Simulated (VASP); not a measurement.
Write the native input for VASP 6.6.1 that does the following.

```
Task                   : single point
Functional             : PBE
Potentials or basis    : VASP PAW PBE potentials, release 64 (Al, N)
Cutoff                 : 520 eV
k mesh                 : 9 × 9 × 4
Occupations            : gaussian, width 0.01 eV
Spin                   : no spin polarisation
Dipole correction      : no
Further INCAR settings : ALGO = Normal; EDIFF = 1e-06; NBANDS = 16
```

The structure of AlN lies in POSCAR:

```
AlN
1.0
    2.8328531146      0.0000000000      0.0000000000
   -1.4164265573      2.4533227624      0.0000000000
    0.0000000000      0.0000000000      4.8410108389
Al N
2 2
Direct
    0.0000000000      0.0000000000      0.0000000000
    0.0000000000      0.0000000000      0.5000000000
    0.3333333333      0.6666666667      0.2500000000
    0.6666666667      0.3333333333      0.7500000000
```

The input as run:

INCAR

```
PREC = Accurate
ENCUT = 520
EDIFF = 1E-6
ISMEAR = 0
SIGMA = 0.01
LREAL = F
LASPH = T
NELM = 80
ALGO = Normal
ISIF = 2
LWAVE = F
LCHARG = F
GGA = PE
NBANDS = 16
```

KPOINTS

```
regular mesh
0
Gamma
  9 9 4
```

Potentials or basis: VASP PAW PBE potentials, release 64 (Al, N).

The run is started by

```bash
$ cat potpaw_PBE.64/Al/POTCAR potpaw_PBE.64/N/POTCAR > POTCAR
$ mpirun -np 1 vasp_std > vasp.out
```

Results of the run:

| Property | Result |
| --- | --- |
| Pressure | 6.0 GPa |
| Band gap on the k mesh | 5.09 eV, indirect (least direct gap 5.18 eV) |

Wall time 8.4 s on 1 thread of Intel(R) Xeon(R) Platinum 8488C (Sapphire Rapids) (shared host), peak memory 0.15 GiB.
